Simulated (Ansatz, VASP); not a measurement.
## F: VASP beside Ansatz

```
CELL_PARAMETERS angstrom
2.57973 -1.64517 0.21657
2.57973 1.64517 0.21657
-0.87926 0.00000 6.59605
ATOMIC_POSITIONS crystal
F 0.91082 0.59024 0.09554
F 0.40976 0.08918 0.40446
F 0.08918 0.40976 0.90446
F 0.59024 0.91082 0.59554
```

Alike in both runs: functional r2SCAN; k mesh 8 × 8 × 4; occupations gaussian, width 0.1 eV; no spin polarisation.

Ansatz relaxed the structure, and its values are those at the end. VASP's run is a single point on that final structure, the one shown.

```csv
,VASP,Ansatz
version,VASP 6.6.1,Ansatz 0.2.0
potentials or method,"VASP PAW PBE potentials, release 64 (F), cutoff 520 eV","scalar-relativistic, plane waves, PAW"
valence electrons in the cell,28,28
```

|  | VASP | Ansatz | Ansatz less VASP |
| --- | --- | --- | --- |
| gap on the k mesh at the Fermi level (eV) | 3.77 | 3.86 | +0.087 |
| least direct gap on the mesh (eV) | 3.77 | 3.86 | +0.087 |
| pressure (GPa) | 0.7 | -0.1 | -0.82 |
| rms of the force components (eV/Å) | 0.300 | 0.032 | -0.2684 |

VASP's potentials were made for PBE, not for r2SCAN.
